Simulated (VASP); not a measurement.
# B2Pt2Cl (P4mm) in VASP: relaxation of cell and atoms with PBE

Aim: the relaxation of cell and atoms of B2Pt2Cl with PBE.

Program: VASP 6.6.1. These are calculated values, not measurements. Logs are shortened: lines on timing, memory, paths and dates and some standing lists are left out, and cuts for length are marked.

### 1 The cell of the first run

It takes space group P4mm (No. 99, tetragonal). Conventional cell: a = 3.790 Å, b = 3.790 Å, c = 7.187 Å, α = 90.00°, β = 90.00°, γ = 90.00°. Within 2.5 Å of B (site symmetry 2mm) lie 1 Pt at 1.86 Å. Within 2.5 Å of Pt (site symmetry 2mm) lie 1 B at 1.86 Å. Within 3.8 Å of Cl (site symmetry 4mm) lie 4 Pt at 2.80 Å and 4 B at 3.77 Å and 4 Cl at 3.79 Å.

The cell was generated, and may not be a known phase.

### 2 Relaxation of cell and atoms, PBE

Input file INCAR:

```
PREC     = Accurate       # precision mode
ENCUT    = 600            # plane-wave cutoff, eV
EDIFF    = 1E-6           # SCF threshold, eV
ISMEAR   = 0              # smearing method
SIGMA    = 0.1            # smearing width, eV
LREAL    = False          # projectors in reciprocal space
LASPH    = True           # aspherical terms in the spheres
NELM     = 100            # most SCF steps
ALGO     = Normal         # electronic algorithm
ISIF     = 3              # what is computed and relaxed
LWAVE    = False          # write WAVECAR
LCHARG   = False          # write CHGCAR
GGA      = PE             # functional
IBRION   = 2              # ionic algorithm
NSW      = 100            # ionic steps
EDIFFG   = -0.01          # ionic threshold
```

Input file KPOINTS:

```
regular mesh
0
Gamma
  10 10 6
```

Input file POSCAR:

```
B2Pt2Cl
1.0
    3.7895125459      0.0000000000      0.0000000000
    0.0000000000      3.7895125459      0.0000000000
    0.0000000000      0.0000000000      7.1870316363
B Pt Cl
2 2 1
Direct
    0.5000000000      0.0000000000      0.3217836880
    0.0000000000      0.5000000000      0.3217836880
    0.5000000000      0.0000000000      0.5810733045
    0.0000000000      0.5000000000      0.5810733045
    0.0000000000      0.0000000000      0.8676900950
```

Potentials or basis: VASP PAW PBE potentials, release 64 (B, Pt, Cl).

Started as:

```sh
> cat potpaw_PBE.64/B/POTCAR potpaw_PBE.64/Pt/POTCAR potpaw_PBE.64/Cl/POTCAR > POTCAR
> mpirun -np 1 vasp_std > vasp.out
```

OUTCAR:

```text
PREC = Accurate
   ENCUT = 600
   EDIFF = 1E-6
   ISMEAR = 0
   LREAL = False
   LASPH = True
   NELM = 100
   ISIF = 3
   GGA = PE
   IBRION = 2
   NSW = 100
   EDIFFG = -0.01

 ion  position               nearest neighbor table
   1  0.500  0.000  0.322-   3 1.86
   2  0.000  0.500  0.322-   4 1.86
   3  0.500  0.000  0.581-   1 1.86   4 2.68   4 2.68   4 2.68   4 2.68   5 2.80   5 2.80
   4  0.000  0.500  0.581-   2 1.86   3 2.68   3 2.68   3 2.68   3 2.68   5 2.80   5 2.80
   5  0.000  0.000  0.868-   3 2.80   4 2.80   4 2.80   3 2.80

  LATTYP: Found a simple tetragonal cell.
 ALAT       =     3.7895125459
 C/A-ratio  =     1.8965583434

  Lattice vectors:

 A1 = (   3.7895125459,   0.0000000000,   0.0000000000)
 A2 = (   0.0000000000,   3.7895125459,   0.0000000000)
 A3 = (   0.0000000000,   0.0000000000,   7.1870316363)

Analysis of symmetry for initial positions (statically):
=====================================================================
 Subroutine PRICEL returns:
 Original cell was already a primitive cell.

 Routine SETGRP: Setting up the symmetry group for a
 simple tetragonal supercell.

 Subroutine GETGRP returns: Found  8 space group operations
 (whereof  8 operations were pure point group operations)
 out of a pool of 16 trial point group operations.

The static configuration has the point symmetry C_4v.

Analysis of symmetry for dynamics (positions and initial velocities):
=====================================================================
 Subroutine PRICEL returns:
 Original cell was already a primitive cell.

 Routine SETGRP: Setting up the symmetry group for a
 simple tetragonal supercell.

 Subroutine GETGRP returns: Found  8 space group operations
 (whereof  8 operations were pure point group operations)
 out of a pool of 16 trial point group operations.

The dynamic configuration has the point symmetry C_4v.

 Subroutine INISYM returns: Found  8 space group operations
 (whereof  8 operations are pure point group operations),
 and found     1 'primitive' translations

----------------------------------------------------------------------------------------

                                     Primitive cell

  volume of cell :     103.2087
[... 112 lines left out ...]
   IALGO  =     38    algorithm
   IMIX   =      4    mixing-type and parameters
     AMIX     =   0.40;   BMIX     =  1.00
     AMIX_MAG =   1.60;   BMIX_MAG =  1.00
  volume/ion in A,a.u.               =      20.64       139.30
  Fermi-wavevector in a.u.,A,eV,Ry     =   1.119457  2.115467 17.050601  1.253184
  Thomas-Fermi vector in A             =   2.256096
   LORBIT       =      0    0 simple, 1 ext, 2 COOP (PROOUT), +10 PAW based schemes
   GGA     = PE    functional components
   LHFCALC =     F    Hartree Fock is set to
   AEXX    =    0.0000 exact exchange contribution
   IVDW    =     0    specifies the selected vdW correction
   LEPSILON=     F    determine dielectric tensor
   LRPA    =     F    only Hartree local field effects (RPA)
 conjugate gradient relaxation of ions
 non-spin polarized calculation
 Gauss-broadening in eV      SIGMA  =   0.10
  energy-cutoff  :      600.00
  volume of cell :      103.21
 maximum number of plane-waves:      3484
   NGX = 15   NGY = 15   NGZ = 29

--------------------------------------- Ionic step        1  -------------------------------------------

 number of electron      33.0000004 magnetization

 Free energy of the ion-electron system (eV)
  ---------------------------------------------------
  ext. energy  EPLUGINS =         0.00000000
  ---------------------------------------------------
  free energy    TOTEN  =       -22.13851550 eV

  energy without entropy =      -22.12550503  energy(sigma->0) =      -22.13201026

------------------------ aborting loop because EDIFF is reached ----------------------------------------

  FORCE on cell =-STRESS in cart. coord.  units (eV):
  Direction    XX          YY          ZZ          XY          YZ          ZX
  --------------------------------------------------------------------------------------
  -------------------------------------------------------------------------------------
  Total       -0.8800754     -0.8800754      0.6785783      0.0000000     -0.0000000      0.0000000
  in kB      -13.6619981    -13.6619981     10.5340231      0.0000000     -0.0000000      0.0000000
  external PRESSURE =      -5.5966577 kB  Pullay stress =       0.0000000 kB
[... 98 lines left out ...]
  FREE ENERGIE OF THE ION-ELECTRON SYSTEM (eV)
  ---------------------------------------------------
  free  energy   TOTEN  =       -22.1476576592 eV

  energy  without entropy=      -22.1344278546  energy(sigma->0) =      -22.14104276

[... ionic steps 4 to 8 ...]

--------------------------------------- Ionic step        9  -------------------------------------------

 number of electron      33.0000002 magnetization

------------------------ aborting loop because EDIFF is reached ----------------------------------------
[... 73 lines left out ...]
--------------------------------------- Ionic step       11  -------------------------------------------

 number of electron      33.0000002 magnetization

 Free energy of the ion-electron system (eV)
  ---------------------------------------------------
  ext. energy  EPLUGINS =         0.00000000
  ---------------------------------------------------
  free energy    TOTEN  =       -22.15198350 eV

  energy without entropy =      -22.13869286  energy(sigma->0) =      -22.14533818

 E-fermi :   2.7635     XC(G=0):  -9.3710

 val. band max:        2.7548850783   @ k =   0.5000   0.2000   0.0000
 cond. band min:       2.7707933898   @ k =   0.4000   0.3000   0.3333
 fundamental gap:      0.0159083115
 Fermi energy:         2.7635121230

 k-point     1 :       0.0000    0.0000    0.0000
  band No.  band energies     occupation
      1     -11.9230      2.00000
      2      -6.1164      2.00000
      3      -3.7805      2.00000
      4      -2.7358      2.00000
      5      -2.6550      2.00000
      6      -2.2342      2.00000
[... 541 lines left out ...]
     19       5.3830      0.00000
     20       6.2058      0.00000

 [... further k-points ...]

------------------------ aborting loop because EDIFF is reached ----------------------------------------

  FORCE on cell =-STRESS in cart. coord.  units (eV):
  Direction    XX          YY          ZZ          XY          YZ          ZX
  --------------------------------------------------------------------------------------
  -------------------------------------------------------------------------------------
  Total       -0.0032271     -0.0032271      0.0344782      0.0000000      0.0000000      0.0000000
  in kB       -0.0508761     -0.0508761      0.5435635      0.0000000      0.0000000      0.0000000
  external PRESSURE =       0.1472704 kB  Pullay stress =       0.0000000 kB
[... 20 lines left out ...]
  FREE ENERGIE OF THE ION-ELECTRON SYSTEM (eV)
  ---------------------------------------------------
  free  energy   TOTEN  =       -22.1519834952 eV

  energy  without entropy=      -22.1386928612  energy(sigma->0) =      -22.14533818

 reached required accuracy - stopping structural energy minimisation
```

OSZICAR:

```text
N       E                     dE             d eps       ncg     rms          rms(c)
DAV:   1     0.189111913759E+03    0.18911E+03   -0.16101E+04  3360   0.160E+03
DAV:   2    -0.107538124794E+02   -0.19987E+03   -0.19074E+03  4040   0.278E+02
[... 92 lines left out ...]
  10 F= -.22151960E+02 E0= -.22145307E+02  d E =-.313946E-04
       N       E                     dE             d eps       ncg     rms          rms(c)
DAV:   1    -0.221520575518E+02   -0.97061E-04   -0.33947E-03  3392   0.420E-01    0.523E-02
DAV:   2    -0.221519957972E+02    0.61755E-04   -0.14532E-04  3516   0.918E-02    0.243E-02
DAV:   3    -0.221519863330E+02    0.94642E-05   -0.46037E-05  3904   0.417E-02    0.118E-02
DAV:   4    -0.221519834362E+02    0.28968E-05   -0.14402E-05  4268   0.320E-02    0.979E-03
DAV:   5    -0.221519834952E+02   -0.58985E-07   -0.14310E-06  1788   0.812E-03
  11 F= -.22151983E+02 E0= -.22145338E+02  d E =-.233432E-04
```

CONTCAR:

```text
B2Pt2Cl
   1.00000000000000
     3.7449961853082310    0.0000000000000000    0.0000000000000000
     0.0000000000000000    3.7449961853082310   -0.0000000000000000
    -0.0000000000000000   -0.0000000000000000    7.2460692144687018
  B               Pt              Cl
     2     2     1
Direct
     0.5000000000000000    0.0000000000000000    0.3214990810808632
     0.0000000000000000    0.5000000000000000    0.3214990810808632
     0.5000000000000000    1.0000000000000000    0.5806763850226802
     1.0000000000000000    0.5000000000000000    0.5806763850226802
     0.0000000000000000    0.0000000000000000    0.8690531477929103

  0.00000000E+00  0.00000000E+00  0.00000000E+00
  0.00000000E+00  0.00000000E+00  0.00000000E+00
  0.00000000E+00  0.00000000E+00  0.00000000E+00
  0.00000000E+00  0.00000000E+00  0.00000000E+00
  0.00000000E+00  0.00000000E+00  0.00000000E+00
```

Wall time 31 min (1 thread of Intel Xeon 8259CL, shared host); peak memory 0.4 GiB.

Results:

* Free energy: -22.1520 eV
* Relaxed volume: 20.33 Å³/atom
* Relaxed cell: a = 3.745 Å, b = 3.745 Å, c = 7.246 Å, α = 90.00°, β = 90.00°, γ = 90.00°
* Space group after relaxing (to 0.1 Å): P4mm (No. 99)
* Energy gained by relaxing: 2.7 meV/atom
* Ionic steps: 11
* Pressure after relaxing: 0.0 GPa
* Largest force after relaxing: 0.008 eV/Å
* Band gap on the k mesh: zero (an odd number of electrons rules out a gap without spin polarisation)

Forces in eV/Å, atoms in the order of the input:
```
B    0.000  0.000  0.005
B    0.000  0.000  0.005
Pt   0.000  0.000 -0.001
Pt   0.000  0.000 -0.001
Cl   0.000  0.000 -0.008
```

The path:
| step | energy change (eV) | largest force (eV/Å) | pressure (GPa) | volume (Å³) |
| --- | --- | --- | --- | --- |
| 1 | 0.0000 | 0.1497 | -0.56 | 103.21 |
| 2 | -0.0086 | 0.2808 | -0.83 | 102.13 |
| 3 | -0.0091 | 0.2023 | -0.79 | 102.35 |
| 4 | -0.0085 | 0.1583 | 1.21 | 100.31 |
| 5 | -0.0125 | 0.0848 | 0.14 | 101.36 |
| 6 | -0.0132 | 0.0393 | 0.09 | 101.50 |
| 7 | -0.0134 | 0.0145 | 0.04 | 101.62 |
| 8 | -0.0134 | 0.0189 | 0.04 | 101.63 |
| 9 | -0.0133 | 0.0534 | -0.17 | 101.74 |
| 10 | -0.0134 | 0.0102 | -0.03 | 101.67 |
| 11 | -0.0135 | 0.0083 | 0.01 | 101.63 |

Final structure:
```
B Pt Cl
1.0
     3.74500    0.00000    0.00000
     0.00000    3.74500    0.00000
     0.00000    0.00000    7.24607
B Pt Cl
2 2 1
Direct
  0.50000 0.00000 0.32150
  0.00000 0.50000 0.32150
  0.50000 0.00000 0.58068
  0.00000 0.50000 0.58068
  0.00000 0.00000 0.86905
```

Caveat: spin-orbit coupling is left out, which moves the levels of the heavy elements; this functional lacks dispersion, which binds layers or chains, so the pressure and a relaxed spacing across them are unreliable; an odd number of electrons without spin polarisation forces a metal; a magnetic or distorted state may lie lower.
